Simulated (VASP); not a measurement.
**MnAl3: single point with PBEsol**

The system is MnAl3.

```
Al Mn
1.0
     0.00000    3.00783    3.00783
     3.00783    0.00000    3.00783
     3.00783    3.00783    0.00000
Al Mn
3 1
Direct
  0.25000 0.25000 0.25000
  0.75000 0.75000 0.75000
  0.50000 0.50000 0.50000
  0.00000 0.00000 0.00000
```

```yaml
Program: VASP 6.6.1
Task: single point
Functional: PBEsol
Potentials_or_basis: VASP PAW PBE potentials, release 64 (Al, Mn_pv)
Cutoff: 520 eV
k_mesh: 12 × 12 × 12
Occupations: gaussian, width 0.1 eV
Spin: collinear spin, ferromagnetic start
Starting_moments: "[0.0, 0.0, 0.0, 0.5] μB"
Dipole_correction: no
Further_INCAR_settings: ALGO = Fast; EDIFF = 1e-06; NBANDS = 23
```

The pressure is 0.1 GPa, the net moment is 1.38 μB per cell and the site moments are Al -0.02; Mn +1.37 μB. The valence electrons inside the program's atomic spheres are Al 0.81, 0.80 (each value once); Mn 11.86.

Levels at points of the mesh, in eV from the Fermi level:
Spin up:
```csv
k point,band 9,band 10,band 11,band 12,band 13,band 14,band 15,band 16
"(0.00, 0.00, 0.00)",-1.69,-0.08,-0.08,-0.08,2.00,2.78,2.78,2.78
"(0.50, 0.00, 0.00)",-1.26,-1.26,-0.50,-0.50,-0.02,1.67,1.67,3.99
"(0.50, 0.50, 0.00)",-2.41,-1.16,-1.16,-1.16,0.54,1.64,6.97,6.97
```
Spin down:
```
           k point  band 7  band 8  band 9  band 10  band 11  band 12  band 13  band 14
(0.00, 0.00, 0.00)   -2.51   -0.64   -0.64    -0.05    -0.05    -0.05     1.95     3.42
(0.50, 0.00, 0.00)   -2.96   -0.63   -0.41    -0.41    -0.21    -0.21    -0.07     2.57
(0.50, 0.50, 0.00)   -3.86   -3.86   -2.00    -0.15    -0.15     0.10     1.70     2.55
```

Run time: 70 s on 1 thread of Intel(R) Xeon(R) 6975P-C (Granite Rapids), on a shared host, peak memory 0.29 GiB.

Caveat: the PAW data sets were made with another functional, which shifts forces and pressure a little.
